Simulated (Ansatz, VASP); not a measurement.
**AlGaN2: VASP beside Ansatz**

The input INCAR:

```
SYSTEM = AlGaN2
ALGO = Normal ; EDIFF = 1E-7
ENCUT = 520 ; ISIF = 2
ISMEAR = 0 ; LASPH = .True.
LCHARG = .False. ; LREAL = .False.
LWAVE = .False. ; NBANDS = 21
NELM = 60 ; PREC = Accurate
SIGMA = 0.05
```

The input KPOINTS:

```
k-points
0
Gamma
  8 8 6
  0 0 0
```

POSCAR

```
AlGaN2
1.0
    2.9595221457      0.0000000000      0.0000000000
    0.0000000000      2.9595221457      0.0000000000
    0.0000000000      0.0000000000      4.3843301683
Al Ga N
1 1 2
Direct
    0.5000000000      0.5000000000      0.5000000000
    0.0000000000      0.0000000000      0.0000000000
    0.5000000000      0.0000000000      0.7400513246
    0.0000000000      0.5000000000      0.2599486754
```

Input for Ansatz:

```yaml
crystal:
  lattice:
    - [2.9595221457, 0.0, 0.0]
    - [0.0, 2.9595221457, 0.0]
    - [0.0, 0.0, 4.3843301683]
  atoms:
    - { symbol: Al, position: [0.5, 0.5, 0.5] }
    - { symbol: Ga, position: [0.0, 0.0, 0.0] }
    - { symbol: "N", position: [0.5, 0.0, 0.7400513246] }
    - { symbol: "N", position: [0.0, 0.5, 0.2599486754] }
basis:
  ecutwfc: 420
kpoints:
  mp_grid: { grid: [8, 8, 6] }
hamiltonian:
  xc: lda
scf:
  occupations: { method: gaussian, width: 0.05 }
output:
  forces: true
  stress: true
  eigenvalues: true
```

Change from the starting cell: strain -0.050 along x and y, +0.000 along z, atoms carried along.

Alike in both runs: task single point; functional LDA; k mesh 8 × 8 × 6; occupations gaussian, width 0.05 eV; no spin polarisation.

|  | VASP | Ansatz |
| --- | --- | --- |
| version | VASP 6.6.1 | Ansatz 0.2.0 |
| potentials or method | VASP PAW LDA potentials, release 64 (Al, Ga_d, N), cutoff 520 eV | scalar-relativistic, plane waves, PAW |
| valence electrons in the cell | 26 | 26 |

```tsv
	VASP	Ansatz	Ansatz less VASP
gap on the k mesh at the Fermi level (eV)	3.08	3.10	+0.021
least direct gap on the mesh (eV)	3.74	3.75	+0.010
pressure (GPa)	27.3	25.9	-1.38
traceless stress, the component that is largest in VASP (GPa)	-4.85	-4.91	-0.061
rms of the force components (eV/Å)	0.007	0.019	+0.0121
```

LDA's correlation is that of Perdew and Zunger in VASP and of Perdew and Wang (1992) in Ansatz. Atom by atom the forces differ by 0.012 eV/Å (rms over components).
